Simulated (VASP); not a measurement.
The system is I.

```
CELL_PARAMETERS angstrom
4.46913 -2.30156 0.00000
4.46913 2.30156 0.00000
0.00000 0.00000 9.87599
ATOMIC_POSITIONS crystal
I 0.84274 0.15726 0.12201
I 0.65726 0.34274 0.62201
I 0.15726 0.84274 0.87799
I 0.34274 0.65726 0.37799
```

Base run:

```yaml
Program: VASP 6.6.1
Functional: PBE
Potentials_or_basis: VASP PAW PBE potentials, release 64 (I)
Cutoff: 520 eV
k_mesh: 8 × 8 × 4
Occupations: fermi-dirac, width 0.05 eV
Spin: no spin polarisation
```

Its results: pressure 0.0 GPa; largest force 0.015 eV/Å.

Task: The run is repeated on the same cell with these changes: k mesh from 8 × 8 × 4 to 1 × 1 × 1. What comes out?

Result: Pressure 7.7 GPa; largest force 0.915 eV/Å.

Caveats: some runs use coarse meshes.
